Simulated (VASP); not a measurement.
# B (Cmcm) in VASP: single point with LDA

Aim: the single point of B with LDA.

All numbers are computed with VASP 6.6.1; they aren't measurements. Logs are shortened: lines on timing, memory, paths and dates and some standing lists are left out, and cuts for length are marked.

## (1) The cell of the first run

It takes space group Cmcm (No. 63, orthorhombic). The conventional cell has a = 1.616 Å, b = 7.227 Å, c = 2.819 Å, α = 90.00°, β = 90.00°, γ = 90.00°. B (site symmetry m2m) has 6 B at 1.62 to 1.82 Å within 2.2 Å.

## (2) Single point, LDA, non-collinear spin, zero start, spin-orbit coupling

File INCAR:

```
SYSTEM = B
PREC     = Accurate       ! precision mode
ENCUT    = 520            ! plane-wave cutoff, eV
EDIFF    = 1E-6           ! SCF threshold, eV
ISMEAR   = -1             ! smearing method
SIGMA    = 0.1            ! smearing width, eV
LREAL    = .FALSE.        ! projectors in reciprocal space
LASPH    = .TRUE.         ! aspherical terms in the spheres
NELM     = 150            ! most SCF steps
ALGO     = Normal         ! electronic algorithm
ISIF     = 2              ! what is computed and relaxed
LWAVE    = .FALSE.        ! write WAVECAR
LCHARG   = .TRUE.         ! write CHGCAR
MAGMOM   = 0 0 0 0 0 0    ! initial moments
LORBIT   = 11             ! projections on sites
LSORBIT  = .TRUE.         ! spin-orbit coupling
GGA_COMPAT= .FALSE.      
LORBMOM  = .TRUE.       
GGA      = CA             ! functional
LVHAR    = .TRUE.       
NBANDS   = 18             ! bands
```

File KPOINTS:

```
Automatic mesh
0
G
  20 20 11
  0 0 0
```

File POSCAR:

```
B
1.0
   -2.4623893140      2.6479007509      0.7973833732
    2.6479007509     -2.4623893140      0.7973833732
    1.9669773797      1.9669773797     -0.4576188367
B
2
Direct
    0.0679677043      0.9320322957      0.0000000000
    0.6820322957      0.3179677043      0.5000000000
```

Potentials or basis: VASP PAW LDA potentials, release 64 (B).

On the command line:

```bash
cat potpaw_LDA.64/B/POTCAR > POTCAR
mpirun -np 1 vasp_ncl > vasp.out
```

OUTCAR:

```text
SYSTEM = B
   PREC = Accurate
   ENCUT = 520
   EDIFF = 1E-6
   ISMEAR = -1
   LREAL = .FALSE.
   LASPH = .TRUE.
   NELM = 150
   ISIF = 2
   LORBIT = 11
   LSORBIT = .TRUE.
   GGA = CA

 ion  position               nearest neighbor table
   1  0.068  0.932  0.000-   2 1.82   2 1.82   2 1.82   2 1.82
   2  0.682  0.318  0.500-   1 1.82   1 1.82   1 1.82   1 1.82

  LATTYP: Found a base centered orthorhombic cell.
 ALAT       =     1.6162023270
 B/A-ratio  =     4.4716192995
 C/A-ratio  =     1.7442840871

  Lattice vectors:

 A1 = (  -2.4623893140,   2.6479007509,   0.7973833732)
 A2 = (   2.6479007509,  -2.4623893140,   0.7973833732)
 A3 = (   1.9669773797,   1.9669773797,  -0.4576188367)

Analysis of symmetry for initial positions (statically):
=====================================================================
 Subroutine PRICEL returns:
 Original cell was already a primitive cell.

 Routine SETGRP: Setting up the symmetry group for a
 base centered orthorhombic supercell.

 Subroutine GETGRP returns: Found  8 space group operations
 (whereof  4 operations were pure point group operations)
 out of a pool of  8 trial point group operations.

The static configuration has the point symmetry C_2v.
 The point group associated with its full space group is D_2h.

Analysis of symmetry for dynamics (positions and initial velocities):
=====================================================================
 Subroutine PRICEL returns:
 Original cell was already a primitive cell.

 Routine SETGRP: Setting up the symmetry group for a
 base centered orthorhombic supercell.

 Subroutine GETGRP returns: Found  8 space group operations
 (whereof  4 operations were pure point group operations)
 out of a pool of  8 trial point group operations.

The dynamic configuration has the point symmetry C_2v.
 The point group associated with its full space group is D_2h.

Analysis of structural, dynamic, and magnetic symmetry:
=====================================================================
 Subroutine PRICEL returns:
 Original cell was already a primitive cell.

 Routine SETGRP: Setting up the symmetry group for a
 base centered orthorhombic supercell.

 Subroutine GETGRP returns: Found  8 space group operations
 (whereof  4 operations were pure point group operations)
 out of a pool of  8 trial point group operations.

The overall configuration has the point symmetry C_2v.
 The point group associated with its full space group is D_2h.

 Subroutine INISYM returns: Found  8 space group operations
 (whereof  4 operations are pure point group operations),
 and found     1 'primitive' translations

----------------------------------------------------------------------------------------

                                     Primitive cell

  volume of cell :      16.4641

  direct lattice vectors                    reciprocal lattice vectors
    -2.462389314  2.647900751  0.797383373    -0.026821877  0.168861731  0.610528145
     2.647900751 -2.462389314  0.797383373     0.168861731 -0.026821877  0.610528145
     1.966977380  1.966977380 -0.457618837     0.247499029  0.247499029 -0.057580710

  length of vectors
     3.702777304  3.702777304  2.819116000     0.634017596  0.634017596  0.354721125

  position of ions in fractional coordinates (direct lattice)
     0.067967704  0.932032296  0.000000000
     0.682032296  0.317967704  0.500000000

  ion indices of the primitive-cell ions
   primitive index   ion index
                 1           1
                 2           2

----------------------------------------------------------------------------------------

 KPOINTS: Automatic mesh

Automatic generation of k-mesh.
 Grid dimensions read from file:
 generate k-points for:   20   20   11

 Generating k-lattice:

  Cartesian coordinates                     Fractional coordinates (reciprocal lattice)
    -0.001341094  0.008443087  0.030526407     0.050000000  0.000000000 -0.000000000
     0.008443087 -0.001341094  0.030526407     0.000000000  0.050000000 -0.000000000
     0.022499912  0.022499912 -0.005234610    -0.000000000 -0.000000000  0.090909091

  Length of vectors
     0.031700880  0.031700880  0.032247375

  Shift w.r.t. Gamma in fractional coordinates (k-lattice)
     0.000000000  0.000000000  0.000000000

 Subroutine IBZKPT returns following result:
 ===========================================

 Found    666 irreducible k-points:
[... 56 lines left out ...]
   PSTRESS=    0.0 pullay stress
   NELECT =       6.0000    total number of electrons
   NUPDOWN=      -1.0000    fix difference up-down
   EMIN   =  10.00;   EMAX   =-10.00  energy-range for DOS
   EFERMI =   0.00;   METHOD = LEGACY
   ISMEAR =    -1;   SIGMA  =   0.10  broadening in eV -4-tet -1-fermi 0-gaus
   EFERMI_NEDOS =   21; number of points for ismear=-14 and -15
   IALGO  =     38    algorithm
   IMIX   =      4    mixing-type and parameters
     AMIX     =   0.40;   BMIX     =  1.00
     AMIX_MAG =   1.60;   BMIX_MAG =  1.00
  volume/ion in A,a.u.               =       8.23        55.55
  Fermi-wavevector in a.u.,A,eV,Ry     =   1.169353  2.209756 18.604411  1.367386
  Thomas-Fermi vector in A             =   2.305827
   LORBIT       =     11    0 simple, 1 ext, 2 COOP (PROOUT), +10 PAW based schemes
   GGA     = CA    functional components
   LHFCALC =     F    Hartree Fock is set to
   AEXX    =    0.0000 exact exchange contribution
   IVDW    =     0    specifies the selected vdW correction
   LEPSILON=     F    determine dielectric tensor
   LRPA    =     F    only Hartree local field effects (RPA)
  energy-cutoff  :      520.00
  volume of cell :       16.46
 maximum number of plane-waves:       918
   NGX = 13   NGY = 13   NGZ = 11

 number of electron       6.0000000 magnetization       0.0000000      0.0000000      0.0000000

 number of electron       6.0000000 magnetization       0.0000000     -0.0000000      0.0000000

 number of electron       6.0000000 magnetization       0.0000000     -0.0000000     -0.0000000

 Free energy of the ion-electron system (eV)
  ---------------------------------------------------
  ext. energy  EPLUGINS =         0.00000000
  ---------------------------------------------------
  free energy    TOTEN  =       -13.92596278 eV

  energy without entropy =      -13.91443616  energy(sigma->0) =      -13.92019947

 E-fermi :   5.4120     XC(G=0): -11.0156

 val. band max:        5.4101879663   @ k =   0.4500   0.4000   0.2727
 cond. band min:       5.4317480855   @ k =  -0.3000   0.3000   0.1818
 fundamental gap:      0.0215601192
 Fermi energy:         5.4120149723

 k-point     1 :       0.0000    0.0000    0.0000
  band No.  band energies     occupation
      1     -10.9985      1.00000
      2     -10.9985      1.00000
      3      -0.1347      1.00000
      4      -0.1347      1.00000
      5       0.0240      1.00000
      6       0.0240      1.00000
[... 481 lines left out ...]
      5       4.7706      0.99836
      6       4.7706      0.99836
[... 10 lines left out ...]
     17      23.3489      0.00000
     18      23.3489      0.00000

 [... further k-points ...]

------------------------ aborting loop because EDIFF is reached ----------------------------------------

  FORCE on cell =-STRESS in cart. coord.  units (eV):
  Direction    XX          YY          ZZ          XY          YZ          ZX
  --------------------------------------------------------------------------------------
  -------------------------------------------------------------------------------------
  Total        0.0210178      0.0210178      0.0209992     -0.0006063      0.0000703      0.0000703
  in kB        2.0453123      2.0453123      2.0434985     -0.0589972      0.0068363      0.0068363
  external PRESSURE =       2.0447077 kB  Pullay stress =       0.0000000 kB

 VOLUME and BASIS-vectors are now :
 -----------------------------------------------------------------------------
  energy-cutoff  :      520.00
  volume of cell :       16.46
      direct lattice vectors                 reciprocal lattice vectors
    -2.462389314  2.647900751  0.797383373    -0.026821877  0.168861731  0.610528145
     2.647900751 -2.462389314  0.797383373     0.168861731 -0.026821877  0.610528145
     1.966977380  1.966977380 -0.457618837     0.247499029  0.247499029 -0.057580710

 POSITION                                       TOTAL-FORCE (eV/Angst)
 -----------------------------------------------------------------------------------
      2.30057     -2.11505      0.79738        -0.024229      0.024229      0.000000
      0.14601      2.00648      0.56857         0.024229     -0.024229     -0.000000
 -----------------------------------------------------------------------------------
    total drift:                               -0.000000     -0.000000     -0.000000

  FREE ENERGIE OF THE ION-ELECTRON SYSTEM (eV)
  ---------------------------------------------------
  free  energy   TOTEN  =       -13.9259627780 eV

  energy  without entropy=      -13.9144361611  energy(sigma->0) =      -13.92019947

 orbital moment (x)

 # of ion     p       tot
 --------------------------------
  1        -0.000  -0.000
  2        -0.000  -0.000
 --------------------------------
           -0.000  -0.000

 orbital moment (y)

 # of ion     p       tot
 --------------------------------
  1        -0.000  -0.000
  2        -0.000  -0.000
 --------------------------------
           -0.000  -0.000

 orbital moment (z)

 # of ion     p       tot
 --------------------------------
  1        -0.000  -0.000
  2        -0.000  -0.000
 --------------------------------
           -0.000  -0.000

 Spin-Orbit-Coupling matrix elements

 Ion:    1  E_soc:     -0.0000029
 l=   1
     0.0000000    -0.0000005    -0.0000004
    -0.0000005     0.0000000    -0.0000005
    -0.0000004    -0.0000005     0.0000000
 l=   2
     0.0000000     0.0000000     0.0000000     0.0000000     0.0000000
     0.0000000     0.0000000     0.0000000     0.0000000     0.0000000
     0.0000000     0.0000000     0.0000000     0.0000000     0.0000000
     0.0000000     0.0000000     0.0000000     0.0000000     0.0000000
     0.0000000     0.0000000     0.0000000     0.0000000     0.0000000
 l=   3
     0.0000000     0.0000000     0.0000000     0.0000000     0.0000000     0.0000000     0.0000000
     0.0000000     0.0000000     0.0000000     0.0000000     0.0000000     0.0000000     0.0000000
     0.0000000     0.0000000     0.0000000     0.0000000     0.0000000     0.0000000     0.0000000
     0.0000000     0.0000000     0.0000000     0.0000000     0.0000000     0.0000000     0.0000000
     0.0000000     0.0000000     0.0000000     0.0000000     0.0000000     0.0000000     0.0000000
     0.0000000     0.0000000     0.0000000     0.0000000     0.0000000     0.0000000     0.0000000
     0.0000000     0.0000000     0.0000000     0.0000000     0.0000000     0.0000000     0.0000000

 Ion:    2  E_soc:     -0.0000029
 l=   1
     0.0000000    -0.0000005    -0.0000004
    -0.0000005     0.0000000    -0.0000005
    -0.0000004    -0.0000005     0.0000000
 l=   2
     0.0000000     0.0000000     0.0000000     0.0000000     0.0000000
     0.0000000     0.0000000     0.0000000     0.0000000     0.0000000
     0.0000000     0.0000000     0.0000000     0.0000000     0.0000000
     0.0000000     0.0000000     0.0000000     0.0000000     0.0000000
     0.0000000     0.0000000     0.0000000     0.0000000     0.0000000
 l=   3
     0.0000000     0.0000000     0.0000000     0.0000000     0.0000000     0.0000000     0.0000000
     0.0000000     0.0000000     0.0000000     0.0000000     0.0000000     0.0000000     0.0000000
     0.0000000     0.0000000     0.0000000     0.0000000     0.0000000     0.0000000     0.0000000
     0.0000000     0.0000000     0.0000000     0.0000000     0.0000000     0.0000000     0.0000000
     0.0000000     0.0000000     0.0000000     0.0000000     0.0000000     0.0000000     0.0000000
     0.0000000     0.0000000     0.0000000     0.0000000     0.0000000     0.0000000     0.0000000
     0.0000000     0.0000000     0.0000000     0.0000000     0.0000000     0.0000000     0.0000000

 total charge

# of ion       s       p       d       tot
------------------------------------------
    1        0.694   1.372   0.000   2.067
    2        0.694   1.372   0.000   2.067
--------------------------------------------------
tot          1.389   2.745   0.000   4.133

 magnetization (x)

# of ion       s       p       d       tot
------------------------------------------
    1        0.000  -0.000   0.000  -0.000
    2        0.000  -0.000   0.000  -0.000
--------------------------------------------------
tot          0.000  -0.000   0.000  -0.000

 magnetization (y)

# of ion       s       p       d       tot
------------------------------------------
    1        0.000   0.000   0.000   0.000
    2        0.000   0.000   0.000   0.000
--------------------------------------------------
tot          0.000   0.000   0.000   0.000

 magnetization (z)

# of ion       s       p       d       tot
------------------------------------------
    1        0.000   0.000   0.000   0.000
    2        0.000   0.000   0.000   0.000
--------------------------------------------------
tot          0.000   0.000   0.000   0.000
```

Run time: 14 min. Hardware: 1 thread of Intel Xeon 8259CL, shared host; peak memory 0.38 GiB.

What came out:

```
Free energy                                           : -13.9260 eV
Pressure                                              : 0.2 GPa
Largest force                                         : 0.034 eV/Å
Net moment                                            : 0.00 μB per cell
Valence electrons inside the program's atomic spheres : B 2.07
```

Forces on the atoms (eV/Å):
```
B   -0.024  0.024  0.000
B    0.024 -0.024  0.000
```

Moments on the atoms (μB; x, y, z):
```
B   0.00 0.00 0.00
B   0.00 0.00 0.00
```
